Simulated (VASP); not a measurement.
# PtSe2 (P-3m1) in VASP: further runs

The runs below take PtSe2 through relaxation of the atoms, single point, with LDA.

All numbers are computed with VASP 6.6.1; they aren't measurements. Logs are shortened: lines on timing, memory, paths and dates and some standing lists are left out, and cuts for length are marked.

## (1) The cell of the first run

It takes space group P-3m1 (No. 164, trigonal). The conventional cell has a = 3.724 Å, b = 3.724 Å, c = 5.062 Å, α = 90.00°, β = 90.00°, γ = 120.00°. Within 3.3 Å of Pt (site symmetry -3m) lie 6 Se at 2.53 Å. Within 3.3 Å of Se (site symmetry 3m) lie 3 Pt at 2.53 Å and 3 Se at 3.21 Å.

## (2) Relaxation of the atoms, LDA

The input, INCAR:

```
SYSTEM = PtSe2
PREC = Accurate
ENCUT = 520
EDIFF = 1E-6
ISMEAR = 0
SIGMA = 0.05
LREAL = .False.
LASPH = .True.
NELM = 80
ALGO = Normal
ISIF = 2
LWAVE = .False.
LCHARG = .False.
GGA = CA
IBRION = 2
NSW = 60
EDIFFG = -0.01
```

The input, KPOINTS:

```
regular mesh
0
Gamma
  10 10 8
  0 0 0
```

The input, POSCAR:

```
PtSe2
1.0
    3.7240000000      0.0000000000      0.0000000000
   -1.8620000000      3.2250786037      0.0000000000
    0.0000000000      0.0000000000      5.0620000000
Pt Se
1 2
Direct
    0.0000000000      0.0000000000      0.0000000000
    0.3333333333      0.6666666667      0.2645075981
    0.6666666667      0.3333333333      0.7354924019
```

Potentials or basis: VASP PAW LDA potentials, release 64 (Pt, Se).

The run is started by

```sh
$ cat potpaw_LDA.64/Pt/POTCAR potpaw_LDA.64/Se/POTCAR > POTCAR
$ mpirun -np 1 vasp_std > vasp.out
```

OUTCAR:

```text
SYSTEM = PtSe2
   PREC = Accurate
   ENCUT = 520
   EDIFF = 1E-6
   ISMEAR = 0
   LREAL = .False.
   LASPH = .True.
   NELM = 80
   ISIF = 2
   GGA = CA
   IBRION = 2
   NSW = 60
   EDIFFG = -0.01

 ion  position               nearest neighbor table
   1  0.000  0.000  0.000-   2 2.53   3 2.53   3 2.53   2 2.53   3 2.53   2 2.53
   2  0.333  0.667  0.265-   1 2.53   1 2.53   1 2.53
   3  0.667  0.333  0.735-   1 2.53   1 2.53   1 2.53

  LATTYP: Found a hexagonal cell.
 ALAT       =     3.7240000000
 C/A-ratio  =     1.3592910849

  Lattice vectors:

 A1 = (   3.7240000000,   0.0000000000,   0.0000000000)
 A2 = (  -1.8620000000,   3.2250786037,   0.0000000000)
 A3 = (   0.0000000000,   0.0000000000,   5.0620000000)

Analysis of symmetry for initial positions (statically):
=====================================================================
 Subroutine PRICEL returns:
 Original cell was already a primitive cell.

 Routine SETGRP: Setting up the symmetry group for a
 hexagonal supercell.

 Subroutine GETGRP returns: Found 12 space group operations
 (whereof 12 operations were pure point group operations)
 out of a pool of 24 trial point group operations.

The static configuration has the point symmetry D_3d.

Analysis of symmetry for dynamics (positions and initial velocities):
=====================================================================
 Subroutine PRICEL returns:
 Original cell was already a primitive cell.

 Routine SETGRP: Setting up the symmetry group for a
 hexagonal supercell.

 Subroutine GETGRP returns: Found 12 space group operations
 (whereof 12 operations were pure point group operations)
 out of a pool of 24 trial point group operations.

The dynamic configuration has the point symmetry D_3d.

 Subroutine INISYM returns: Found 12 space group operations
 (whereof 12 operations are pure point group operations),
 and found     1 'primitive' translations

----------------------------------------------------------------------------------------

                                     Primitive cell

  volume of cell :      60.7956

  direct lattice vectors                    reciprocal lattice vectors
     3.724000000  0.000000000  0.000000000     0.268528464  0.155034981  0.000000000
    -1.862000000  3.225078604  0.000000000     0.000000000  0.310069962  0.000000000
     0.000000000  0.000000000  5.062000000     0.000000000  0.000000000  0.197550375

  length of vectors
     3.724000000  3.724000000  5.062000000     0.310069962  0.310069962  0.197550375

  position of ions in fractional coordinates (direct lattice)
     0.000000000  0.000000000  0.000000000
     0.333333333  0.666666667  0.264507598
     0.666666667  0.333333333  0.735492402

  ion indices of the primitive-cell ions
   primitive index   ion index
                 1           1
                 2           2
                 3           3

----------------------------------------------------------------------------------------

 KPOINTS: regular mesh

Automatic generation of k-mesh.
 Grid dimensions read from file:
 generate k-points for:   10   10    8

 Generating k-lattice:

  Cartesian coordinates                     Fractional coordinates (reciprocal lattice)
     0.026852846  0.015503498  0.000000000     0.100000000  0.000000000  0.000000000
     0.000000000  0.031006996  0.000000000     0.000000000  0.100000000  0.000000000
     0.000000000  0.000000000  0.024693797     0.000000000  0.000000000  0.125000000

  Length of vectors
     0.031006996  0.031006996  0.024693797

  Shift w.r.t. Gamma in fractional coordinates (k-lattice)
     0.000000000  0.000000000  0.000000000

 Subroutine IBZKPT returns following result:
 ===========================================

 Found     94 irreducible k-points:

 Following reciprocal coordinates:
            Coordinates               Weight
  0.000000  0.000000  0.000000      1.000000
  0.100000  0.000000  0.000000      6.000000
  0.200000  0.000000  0.000000      6.000000
  0.300000 -0.000000  0.000000      6.000000
  0.400000  0.000000  0.000000      6.000000
  0.500000  0.000000  0.000000      3.000000
[... 16 lines left out ...]
  0.000000  0.400000  0.125000      6.000000
  0.500000  0.000000  0.125000      6.000000
 [... further k-points ...]
   k-points           NKPTS =     94   k-points in BZ     NKDIM =     94   number of bands    NBANDS=     15
   number of dos      NEDOS =    301   number of ions     NIONS =      3
   total plane-waves  NPLWV =  31360
   dimension x,y,z NGX =    28 NGY =   28 NGZ =   40
   dimension x,y,z NGXF=    56 NGYF=   56 NGZF=   80
   ions per type =               1   2
   NGX,Y,Z   is equivalent  to a cutoff of  12.50, 12.50, 13.14 a.u.
   NGXF,Y,Z  is equivalent  to a cutoff of  25.00, 25.00, 26.27 a.u.
 SYSTEM =  PtSe2
   PREC   = accura    normal or accurate (medium, high low for compatibility)
   ISTART =      0    job   : 0-new  1-cont  2-samecut
   ICHARG =      2    charge: 1-file 2-atom 10-const
   ISPIN  =      1    spin polarized calculation?
   LNONCOLLINEAR =      F non collinear calculations
   LSORBIT =      F    spin-orbit coupling
   LASPH  =      T    aspherical Exc in radial PAW
   ENCUT  =  520.0 eV  38.22 Ry    6.18 a.u.   6.92  6.92  9.41*2*pi/ulx,y,z
   NELM   =     80;   NELMIN=  2; NELMDL= -5     # of ELM steps
   EDIFF  = 0.1E-05   stopping-criterion for ELM
   LREAL  =      F    real-space projection
   EDIFFG = -.1E-01   stopping-criterion for IOM
   NSW    =     60    number of steps for IOM
   IBRION =      2    ionic relax: 0-MD 1-quasi-New 2-CG
   NFREE  =      1    steps in history (QN), initial steepest desc. (CG)
   ISIF   =      2    stress and relaxation
   ISYM   =      2    0-nonsym 1-usesym 2-fastsym
   POTIM  = 0.5000    time-step for ionic-motion
   TEBEG  =    0.0;   TEEND  =   0.0 temperature during run
   PSTRESS=    0.0 pullay stress
   NELECT =      22.0000    total number of electrons
   NUPDOWN=      -1.0000    fix difference up-down
   EMIN   =  10.00;   EMAX   =-10.00  energy-range for DOS
   EFERMI =   0.00;   METHOD = LEGACY
   ISMEAR =     0;   SIGMA  =   0.05  broadening in eV -4-tet -1-fermi 0-gaus
   EFERMI_NEDOS =   21; number of points for ismear=-14 and -15
   IALGO  =     38    algorithm
   IMIX   =      4    mixing-type and parameters
     AMIX     =   0.40;   BMIX     =  1.00
     AMIX_MAG =   1.60;   BMIX_MAG =  1.00
  volume/ion in A,a.u.               =      20.27       136.76
  Fermi-wavevector in a.u.,A,eV,Ry     =   1.166608  2.204570 18.517184  1.360975
  Thomas-Fermi vector in A             =   2.303119
   LORBIT       =      0    0 simple, 1 ext, 2 COOP (PROOUT), +10 PAW based schemes
   GGA     = CA    functional components
   LHFCALC =     F    Hartree Fock is set to
   AEXX    =    0.0000 exact exchange contribution
   IVDW    =     0    specifies the selected vdW correction
   LEPSILON=     F    determine dielectric tensor
   LRPA    =     F    only Hartree local field effects (RPA)
 conjugate gradient relaxation of ions
 non-spin polarized calculation
 Gauss-broadening in eV      SIGMA  =   0.05
  energy-cutoff  :      520.00
  volume of cell :       60.80
 maximum number of plane-waves:      1654
   NGX = 13   NGY = 13   NGZ = 19

--------------------------------------- Ionic step        1  -------------------------------------------

 number of electron      21.9999999 magnetization

 Free energy of the ion-electron system (eV)
  ---------------------------------------------------
  ext. energy  EPLUGINS =         0.00000000
  ---------------------------------------------------
  free energy    TOTEN  =       -17.03040614 eV

  energy without entropy =      -17.02908163  energy(sigma->0) =      -17.02974388

------------------------ aborting loop because EDIFF is reached ----------------------------------------

  FORCE on cell =-STRESS in cart. coord.  units (eV):
  Direction    XX          YY          ZZ          XY          YZ          ZX
  --------------------------------------------------------------------------------------
  -------------------------------------------------------------------------------------
  Total       -1.3500134     -1.3500134     -2.3554499      0.0000000      0.0000000      0.0000000
  in kB      -35.5775920    -35.5775920    -62.0743723      0.0000000      0.0000000      0.0000000
  external PRESSURE =     -44.4098521 kB  Pullay stress =       0.0000000 kB
[... 59 lines left out ...]
  energy  without entropy=      -17.0556452719  energy(sigma->0) =      -17.05621424

--------------------------------------- Ionic step        3  -------------------------------------------

 number of electron      21.9999999 magnetization

 Free energy of the ion-electron system (eV)
  ---------------------------------------------------
  ext. energy  EPLUGINS =         0.00000000
  ---------------------------------------------------
  free energy    TOTEN  =       -17.06414634 eV

  energy without entropy =      -17.06287091  energy(sigma->0) =      -17.06350862

 E-fermi :   6.4679     XC(G=0): -10.9130

 val. band max:        6.4620814194   @ k =   0.3000   0.3000   0.0000
 cond. band min:       6.4940791867   @ k =  -0.1000   0.4000   0.2500
 fundamental gap:      0.0319977673
 Fermi energy:         6.4678596358

 k-point     1 :       0.0000    0.0000    0.0000
  band No.  band energies     occupation
      1      -9.1712      2.00000
      2      -6.3862      2.00000
      3      -0.7052      2.00000
      4       0.1067      2.00000
      5       0.1067      2.00000
      6       2.5380      2.00000
      7       2.5380      2.00000
      8       3.9082      2.00000
      9       5.4705      2.00000
     10       5.4705      2.00000
     11       6.9469      0.00000
     12       7.8653      0.00000
     13       7.8653      0.00000
     14       9.9934      0.00000
     15      10.5024      0.00000
[... 397 lines left out ...]
 k-point    24 :       0.5000    0.0000    0.1250
  band No.  band energies     occupation
      1      -7.3866      2.00000
      2      -7.1911      2.00000
      3      -0.8430      2.00000
      4       0.6997      2.00000
      5       1.0374      2.00000
      6       2.1826      2.00000
      7       2.8094      2.00000
      8       3.0424      2.00000
      9       3.1247      2.00000
     10       3.2014      2.00000
     11       3.7055      2.00000
     12       7.3131      0.00000
     13       8.5799      0.00000
     14      10.9556      0.00000
     15      11.8486      0.00000

 [... further k-points ...]

------------------------ aborting loop because EDIFF is reached ----------------------------------------

  FORCE on cell =-STRESS in cart. coord.  units (eV):
  Direction    XX          YY          ZZ          XY          YZ          ZX
  --------------------------------------------------------------------------------------
  -------------------------------------------------------------------------------------
  Total       -0.3095697     -0.3095697     -0.9271294      0.0000000     -0.0000000     -0.0000000
  in kB       -8.1582488     -8.1582488    -24.4331132      0.0000000     -0.0000000     -0.0000000
  external PRESSURE =     -13.5832036 kB  Pullay stress =       0.0000000 kB
[... 18 lines left out ...]
  FREE ENERGIE OF THE ION-ELECTRON SYSTEM (eV)
  ---------------------------------------------------
  free  energy   TOTEN  =       -17.0641463413 eV

  energy  without entropy=      -17.0628709069  energy(sigma->0) =      -17.06350862

 reached required accuracy - stopping structural energy minimisation
```

Run time: 1.7 min. Hardware: 1 thread of Intel Xeon Platinum 8375C at 2.90GHz (Ice Lake), shared host; peak memory 0.22 GiB.

What came out:

```yaml
Free_energy: -17.0641 eV
Energy_gained_by_relaxing: 11.2 meV/atom
Ionic_steps: 3
Pressure_after_relaxing: -1.4 GPa
Largest_force_after_relaxing: 0.008 eV/Å
Band_gap_on_the_k_mesh: zero (bands 11 and 12 overlap by 0.59 eV)
```

Forces on the atoms (eV/Å):
```
Pt   0.000  0.000  0.000
Se   0.000  0.000 -0.008
Se   0.000  0.000  0.008
```

The path:
```csv
step,energy change (eV),largest force (eV/Å),pressure (GPa)
1,0.0000,0.6062,-4.44
2,-0.0264,0.2905,-2.85
3,-0.0337,0.0078,-1.36
```

Final structure:
```yaml
crystal:
  lattice:
    - [3.72400, 0.00000, 0.00000]
    - [-1.86200, 3.22508, 0.00000]
    - [0.00000, 0.00000, 5.06200]
  atoms:
    - { symbol: Pt, position: [0.00000, 0.00000, 0.00000] }
    - { symbol: Se, position: [0.33333, 0.66667, 0.25386] }
    - { symbol: Se, position: [0.66667, 0.33333, 0.74614] }
```

Levels at points of the mesh, in eV from the Fermi level:
```csv
k point,band 8,band 9,band 10,band 11,band 12,band 13,band 14,band 15
"(0.00, 0.00, 0.00)",-2.56,-1.00,-1.00,0.48,1.40,1.40,3.53,4.03
"(0.50, 0.00, 0.00)",-3.47,-3.40,-3.33,-2.94,0.60,2.35,4.81,5.77
"(0.00, 0.00, 0.50)",-3.00,-1.70,-1.47,-1.47,2.29,2.29,4.77,6.27
"(0.50, 0.00, 0.50)",-3.41,-3.14,-2.71,-1.33,0.91,1.50,4.52,4.66
```

Caveat: spin-orbit coupling is left out, which moves the levels of the heavy elements.

## (3) Single point, LDA, collinear spin

This run uses another cell than the first one: it holds 6 atoms, not 3.

The input, INCAR:

```
SYSTEM = PtSe2
PREC = Accurate
ENCUT = 520
EDIFF = 1E-6
ISMEAR = 0
SIGMA = 0.05
LREAL = .False.
LASPH = .True.
NELM = 150
ALGO = Fast
ISIF = 2
LWAVE = .False.
LCHARG = .False.
ISPIN = 2
MAGMOM = 1 -1 0 0 0 0
LORBIT = 11
LMAXMIX = 4
GGA = CA
NBANDS = 35
```

The input, KPOINTS:

```
Automatic mesh
0
Gamma
  8 6 4
  0 0 0
```

The input, POSCAR:

```
PtSe2
1.0
   -3.7426818375      0.0000000000      0.0000000000
    0.0000000000      0.0000000000     -4.7585423759
    0.0000000000     -6.4825150991      0.0000000000
Pt Se
2 4
Direct
    0.0000000000      0.0000000000      0.0000000000
    0.5000000000      0.0000000000      0.5000000000
    0.0000000000     -0.2645075981     -0.3333333333
   -0.5000000000     -0.7354924019     -0.1666666667
    0.5000000000     -0.2645075981      0.1666666667
    0.0000000000     -0.7354924019      0.3333333333
```

Potentials or basis: VASP PAW LDA potentials, release 64 (Pt, Se).

The run is started by

```sh
$ cat potpaw_LDA.64/Pt/POTCAR potpaw_LDA.64/Se/POTCAR > POTCAR
$ mpirun -np 1 vasp_std > vasp.out
```

OUTCAR:

```text
SYSTEM = PtSe2
   PREC = Accurate
   ENCUT = 520
   EDIFF = 1E-6
   ISMEAR = 0
   LREAL = .False.
   LASPH = .True.
   NELM = 150
   ISIF = 2
   ISPIN = 2
   LORBIT = 11
   GGA = CA

 ion  position               nearest neighbor table
   1  0.000  0.000  0.000-   3 2.50   6 2.50   5 2.50   4 2.50   4 2.50   5 2.50
   2  0.500  0.000  0.500-   4 2.50   5 2.50   3 2.50   6 2.50   3 2.50   6 2.50
   3  0.000  0.735  0.667-   1 2.50   2 2.50   2 2.50
   4  0.500  0.265  0.833-   2 2.50   1 2.50   1 2.50
   5  0.500  0.735  0.167-   2 2.50   1 2.50   1 2.50
   6  0.000  0.265  0.333-   1 2.50   2 2.50   2 2.50

  LATTYP: Found a simple orthorhombic cell.
 ALAT       =     3.7426818375
 B/A-ratio  =     1.2714258338
 C/A-ratio  =     1.7320508076

  Lattice vectors:

 A1 = (  -3.7426818375,   0.0000000000,   0.0000000000)
[... 2026 lines left out ...]
  --------------------------------------------------------------------------------------
  -------------------------------------------------------------------------------------
  Total        0.3080264      0.3722094      0.2032474      0.0000000      0.0182472      0.0000000
  in kB        4.2746259      5.1653239      2.8205596      0.0000000      0.2532254      0.0000000
  external PRESSURE =       4.0868365 kB  Pullay stress =       0.0000000 kB

 VOLUME and BASIS-vectors are now :
 -----------------------------------------------------------------------------
  energy-cutoff  :      520.00
  volume of cell :      115.45
      direct lattice vectors                 reciprocal lattice vectors
    -3.742681838  0.000000000  0.000000000    -0.267188087  0.000000000  0.000000000
     0.000000000  0.000000000 -4.758542376     0.000000000  0.000000000 -0.210148386
     0.000000000 -6.482515099  0.000000000     0.000000000 -0.154261114  0.000000000

 POSITION                                       TOTAL-FORCE (eV/Angst)
 -----------------------------------------------------------------------------------
      0.00000      0.00000      0.00000        -0.000000      0.000000      0.000000
     -1.87134     -3.24126      0.00000        -0.000000      0.000000      0.000000
      0.00000     -4.32168     -3.49987         0.000000      0.018142      0.061252
     -1.87134     -5.40210     -1.25867         0.000000     -0.018142     -0.061252
     -1.87134     -1.08042     -3.49987        -0.000000      0.018142      0.061252
      0.00000     -2.16084     -1.25867         0.000000     -0.018142     -0.061252
 -----------------------------------------------------------------------------------
    total drift:                               -0.000000     -0.000000      0.000000

  FREE ENERGIE OF THE ION-ELECTRON SYSTEM (eV)
  ---------------------------------------------------
  free  energy   TOTEN  =       -34.1861398243 eV

  energy  without entropy=      -34.1841335781  energy(sigma->0) =      -34.18513670

 total charge

# of ion       s       p       d       tot
------------------------------------------
    1        0.689   0.704   8.065   9.458
    2        0.689   0.704   8.065   9.458
    3        1.492   2.227   0.076   3.795
    4        1.492   2.227   0.076   3.795
    5        1.492   2.227   0.076   3.795
    6        1.492   2.227   0.076   3.795
--------------------------------------------------
tot          7.345  10.316  16.436  34.096

 magnetization (x)

# of ion       s       p       d       tot
------------------------------------------
    1       -0.000  -0.000  -0.000  -0.000
    2        0.000   0.000   0.000   0.000
    3        0.000   0.000   0.000   0.000
    4       -0.000  -0.000  -0.000  -0.000
    5       -0.000  -0.000  -0.000  -0.000
    6        0.000   0.000   0.000   0.000
--------------------------------------------------
tot          0.000   0.000   0.000   0.000
```

OSZICAR:

```text
N       E                     dE             d eps       ncg     rms          rms(c)
DAV:   1     0.234391105345E+03    0.23439E+03   -0.19799E+04  9824   0.113E+03
DAV:   2    -0.208863617591E+02   -0.25528E+03   -0.24068E+03 11464   0.229E+02
DAV:   3    -0.354551022589E+02   -0.14569E+02   -0.14290E+02 11863   0.519E+01
DAV:   4    -0.356165987565E+02   -0.16150E+00   -0.16126E+00 11570   0.599E+00
DAV:   5    -0.356183952925E+02   -0.17965E-02   -0.17963E-02 11664   0.637E-01    0.195E+01
RMM:   6    -0.346382170789E+02    0.98018E+00   -0.59747E+00  9812   0.100E+01    0.112E+01
RMM:   7    -0.342597120586E+02    0.37851E+00   -0.81814E-01  9895   0.397E+00    0.557E+00
RMM:   8    -0.341885696961E+02    0.71142E-01   -0.84043E-02 10480   0.141E+00    0.868E-01
RMM:   9    -0.341865751602E+02    0.19945E-02   -0.12514E-02 11430   0.524E-01    0.322E-01
RMM:  10    -0.341861787822E+02    0.39638E-03   -0.13734E-03 11680   0.188E-01    0.177E-01
RMM:  11    -0.341861333318E+02    0.45450E-04   -0.40836E-04 11343   0.957E-02    0.705E-02
RMM:  12    -0.341861384465E+02   -0.51148E-05   -0.88023E-05 11839   0.413E-02    0.312E-02
RMM:  13    -0.341861395496E+02   -0.11030E-05   -0.15905E-05 11893   0.180E-02    0.140E-02
RMM:  14    -0.341861398243E+02   -0.27473E-06   -0.34658E-06  9213   0.801E-03
   1 F= -.34186140E+02 E0= -.34185137E+02  d E =-.200625E-02  mag=     0.0000
```

stdout:

```text
POSCAR found type information on POSCAR PtSe
 POSCAR found :  2 types and       6 ions
 scaLAPACK will be used
 LDA part: xc-table for (Slater(with rela. corr.)+CA(PZ))
 , standard interpolation
 POSCAR, INCAR and KPOINTS ok, starting setup
 FFT: planning ... GRIDC
 FFT: planning ... GRID_SOFT
 FFT: planning ... GRID
 WAVECAR not read
 entering main loop
```

It took 7.7 min on 1 thread of Oxide Virtual Turin-like, shared host; peak memory 0.44 GiB.

Results:

| Quantity | Value |
| --- | --- |
| Free energy | -34.1861 eV |
| Pressure | 0.4 GPa |
| Largest force | 0.064 eV/Å |
| Band gap on the k mesh | zero (filled and empty bands overlap) |
| Net moment | 0.00 μB per cell |
| Valence electrons inside the program's atomic spheres | Pt 9.46; Se 3.79 |

Forces on the atoms (eV/Å):
```
Pt   0.000  0.000  0.000
Pt   0.000  0.000  0.000
Se   0.000  0.018  0.061
Se   0.000 -0.018 -0.061
Se   0.000  0.018  0.061
Se   0.000 -0.018 -0.061
```

Caveat: spin-orbit coupling is left out, which moves the levels of the heavy elements.
